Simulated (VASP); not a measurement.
# Ta4Ag (Pm-3m) in VASP: single point with PBE

Aim: the single point of Ta4Ag with PBE.

All numbers are computed with VASP 6.6.1; they aren't measurements. Logs are shortened: lines on timing, memory, paths and dates and some standing lists are left out, and cuts for length are marked.

## (1) The cell of the first run

Symmetry: Pm-3m, No. 221, cubic system. Conventional cell: a = 4.835 Å, b = 4.835 Å, c = 4.835 Å, α = 90.00°, β = 90.00°, γ = 90.00°. Within 3.2 Å of Ta (site symmetry 4/mmm) lie 2 Ag at 2.42 Å. Ta (site symmetry m-3m) has 12 Ta at 3.42 Å and 8 Ag at 4.19 Å within 4.5 Å. Ag (site symmetry m-3m) has 6 Ta at 2.42 Å within 3.2 Å.

## (2) Single point, PBE

Input file INCAR:

```
PREC = Accurate ; ENCUT = 500
EDIFF = 1E-6 ; ISMEAR = 0
SIGMA = 0.1 ; LREAL = False
LASPH = True ; NELM = 120
ALGO = Normal ; ISIF = 2
LWAVE = False ; LCHARG = True
GGA = PE ; LELF = True
LVHAR = True ; NBANDS = 36
GGA_COMPAT = False
```

Input file KPOINTS:

```
Automatic mesh
0
Gamma
  8 8 8
```

Input file POSCAR:

```
Ta4Ag
1.0
    4.8345489520      0.0000000000      0.0000000000
    0.0000000000      4.8345489520      0.0000000000
    0.0000000000      0.0000000000      4.8345489520
Ta Ag
4 1
Direct
    0.0000000000      0.5000000000      0.5000000000
    0.5000000000      0.0000000000      0.5000000000
    0.5000000000      0.5000000000      0.0000000000
    0.0000000000      0.0000000000      0.0000000000
    0.5000000000      0.5000000000      0.5000000000
```

Potentials or basis: VASP PAW PBE potentials, release 64 (Ta_pv, Ag).

On the command line:

```console
$ cat potpaw_PBE.64/Ta_pv/POTCAR potpaw_PBE.64/Ag/POTCAR > POTCAR
$ mpirun -np 1 vasp_std > vasp.out
```

OUTCAR:

```text
PREC = Accurate
   ENCUT = 500
   EDIFF = 1E-6
   ISMEAR = 0
   LREAL = False
   LASPH = True
   NELM = 120
   ISIF = 2
   GGA = PE

 ion  position               nearest neighbor table
   1  0.000  0.500  0.500-   5 2.42   5 2.42   4 3.42   2 3.42   3 3.42   4 3.42   2 3.42   4 3.42
                             4 3.42   2 3.42   3 3.42   3 3.42   3 3.42   2 3.42
   2  0.500  0.000  0.500-   5 2.42   5 2.42   4 3.42   1 3.42   3 3.42   4 3.42   1 3.42   3 3.42
                             3 3.42   3 3.42   1 3.42   4 3.42   4 3.42   1 3.42
   3  0.500  0.500  0.000-   5 2.42   5 2.42   4 3.42   1 3.42   1 3.42   2 3.42   2 3.42   2 3.42
                             4 3.42   2 3.42   1 3.42   4 3.42   1 3.42   4 3.42
   4  0.000  0.000  0.000-   1 3.42   2 3.42   3 3.42   1 3.42   2 3.42   1 3.42   3 3.42   1 3.42
                             2 3.42   3 3.42   2 3.42   3 3.42
   5  0.500  0.500  0.500-   1 2.42   2 2.42   3 2.42   3 2.42   2 2.42   1 2.42

  LATTYP: Found a simple cubic cell.
 ALAT       =     4.8345489520

  Lattice vectors:

 A1 = (   4.8345489520,   0.0000000000,   0.0000000000)
 A2 = (   0.0000000000,   4.8345489520,   0.0000000000)
 A3 = (   0.0000000000,   0.0000000000,   4.8345489520)

Analysis of symmetry for initial positions (statically):
=====================================================================
 Subroutine PRICEL returns:
 Original cell was already a primitive cell.

 Routine SETGRP: Setting up the symmetry group for a
 simple cubic supercell.

 Subroutine GETGRP returns: Found 48 space group operations
 (whereof 48 operations were pure point group operations)
 out of a pool of 48 trial point group operations.

The static configuration has the point symmetry O_h .

Analysis of symmetry for dynamics (positions and initial velocities):
=====================================================================
 Subroutine PRICEL returns:
 Original cell was already a primitive cell.

 Routine SETGRP: Setting up the symmetry group for a
 simple cubic supercell.

 Subroutine GETGRP returns: Found 48 space group operations
 (whereof 48 operations were pure point group operations)
 out of a pool of 48 trial point group operations.

The dynamic configuration has the point symmetry O_h .

 Subroutine INISYM returns: Found 48 space group operations
 (whereof 48 operations are pure point group operations),
 and found     1 'primitive' translations

[... 94 lines left out ...]
   ISPIN  =      1    spin polarized calculation?
   LNONCOLLINEAR =      F non collinear calculations
   LSORBIT =      F    spin-orbit coupling
   LASPH  =      T    aspherical Exc in radial PAW
   ENCUT  =  500.0 eV  36.75 Ry    6.06 a.u.   8.81  8.81  8.81*2*pi/ulx,y,z
   NELM   =    120;   NELMIN=  2; NELMDL= -5     # of ELM steps
   EDIFF  = 0.1E-05   stopping-criterion for ELM
   LREAL  =      F    real-space projection
   EDIFFG = 0.1E-04   stopping-criterion for IOM
   NSW    =      0    number of steps for IOM
   IBRION =     -1    ionic relax: 0-MD 1-quasi-New 2-CG
   NFREE  =      0    steps in history (QN), initial steepest desc. (CG)
   ISIF   =      2    stress and relaxation
   ISYM   =      2    0-nonsym 1-usesym 2-fastsym
   POTIM  = 0.5000    time-step for ionic-motion
   TEBEG  =    0.0;   TEEND  =   0.0 temperature during run
   PSTRESS=    0.0 pullay stress
   NELECT =      55.0000    total number of electrons
   NUPDOWN=      -1.0000    fix difference up-down
   EMIN   =  10.00;   EMAX   =-10.00  energy-range for DOS
   EFERMI =   0.00;   METHOD = LEGACY
   ISMEAR =     0;   SIGMA  =   0.10  broadening in eV -4-tet -1-fermi 0-gaus
   EFERMI_NEDOS =   21; number of points for ismear=-14 and -15
   IALGO  =     38    algorithm
   IMIX   =      4    mixing-type and parameters
     AMIX     =   0.40;   BMIX     =  1.00
     AMIX_MAG =   1.60;   BMIX_MAG =  1.00
  volume/ion in A,a.u.               =      22.60       152.51
  Fermi-wavevector in a.u.,A,eV,Ry     =   1.287774  2.433541 22.563395  1.658363
  Thomas-Fermi vector in A             =   2.419768
   LORBIT       =      0    0 simple, 1 ext, 2 COOP (PROOUT), +10 PAW based schemes
   GGA     = PE    functional components
   LHFCALC =     F    Hartree Fock is set to
   AEXX    =    0.0000 exact exchange contribution
   IVDW    =     0    specifies the selected vdW correction
   LEPSILON=     F    determine dielectric tensor
   LRPA    =     F    only Hartree local field effects (RPA)
 non-spin polarized calculation
 Gauss-broadening in eV      SIGMA  =   0.10
  energy-cutoff  :      500.00
  volume of cell :      113.00
 maximum number of plane-waves:      2897
 NGX is ok and might be reduce to    36
   NGX = 17   NGY = 17   NGZ = 17

 number of electron      54.9999984 magnetization

 Free energy of the ion-electron system (eV)
  ---------------------------------------------------
  ext. energy  EPLUGINS =         0.00000000
  ---------------------------------------------------
  free energy    TOTEN  =       -39.83414500 eV

  energy without entropy =      -39.80066763  energy(sigma->0) =      -39.81740632

 E-fermi :   4.6346     XC(G=0): -11.2824

 val. band max:        4.6337944693   @ k =   0.3750   0.2500   0.1250
 cond. band min:       4.6489741203   @ k =   0.3750   0.3750   0.0000
 fundamental gap:      0.0151796511
 Fermi energy:         4.6346458285

 k-point     1 :       0.0000    0.0000    0.0000
  band No.  band energies     occupation
      1     -30.5490      2.00000
      2     -30.5490      2.00000
      3     -30.5490      2.00000
      4     -30.3670      2.00000
      5     -30.3670      2.00000
      6     -30.3670      2.00000
[... 925 lines left out ...]
     35       6.7304      0.00000
     36       7.0108      0.00000

 [... further k-points ...]
[... 5 lines left out ...]
  --------------------------------------------------------------------------------------
  -------------------------------------------------------------------------------------
  Total       -0.1647475     -0.1647475     -0.1647475     -0.0000000      0.0000000      0.0000000
  in kB       -2.3359391     -2.3359391     -2.3359391     -0.0000000      0.0000000      0.0000000
  external PRESSURE =      -2.3359391 kB  Pullay stress =       0.0000000 kB

 VOLUME and BASIS-vectors are now :
 -----------------------------------------------------------------------------
  energy-cutoff  :      500.00
  volume of cell :      113.00
      direct lattice vectors                 reciprocal lattice vectors
     4.834548952  0.000000000  0.000000000     0.206844529  0.000000000  0.000000000
     0.000000000  4.834548952  0.000000000     0.000000000  0.206844529  0.000000000
     0.000000000  0.000000000  4.834548952     0.000000000  0.000000000  0.206844529

 POSITION                                       TOTAL-FORCE (eV/Angst)
 -----------------------------------------------------------------------------------
      0.00000      2.41727      2.41727         0.000000      0.000000      0.000000
      2.41727      0.00000      2.41727         0.000000      0.000000      0.000000
      2.41727      2.41727      0.00000         0.000000      0.000000      0.000000
      0.00000      0.00000      0.00000         0.000000      0.000000      0.000000
      2.41727      2.41727      2.41727         0.000000      0.000000      0.000000
 -----------------------------------------------------------------------------------
    total drift:                                0.000000      0.000000      0.000000

  FREE ENERGIE OF THE ION-ELECTRON SYSTEM (eV)
  ---------------------------------------------------
  free  energy   TOTEN  =       -39.8341450037 eV

  energy  without entropy=      -39.8006676309  energy(sigma->0) =      -39.81740632
```

Run time: 3 min. Hardware: 1 thread of Intel Xeon 8259CL, shared host; peak memory 0.27 GiB.

Results:

| Property | Result |
| --- | --- |
| Free energy | -39.8341 eV |
| Pressure | -0.2 GPa |

Levels at points of the mesh, in eV from the Fermi level:
```
           k point  band 26  band 27  band 28  band 29  band 30  band 31
(0.00, 0.00, 0.00)     0.57     0.57     0.91     0.91     0.91     2.40
(0.50, 0.00, 0.00)    -0.30    -0.30     0.29     0.59     0.92     1.07
(0.50, 0.50, 0.00)    -0.84    -0.36    -0.26    -0.26     0.31     0.31
(0.50, 0.50, 0.50)    -0.13    -0.13    -0.13     0.20     0.20     0.20
```

Caveat: spin-orbit coupling is left out, which moves the levels of the heavy elements.
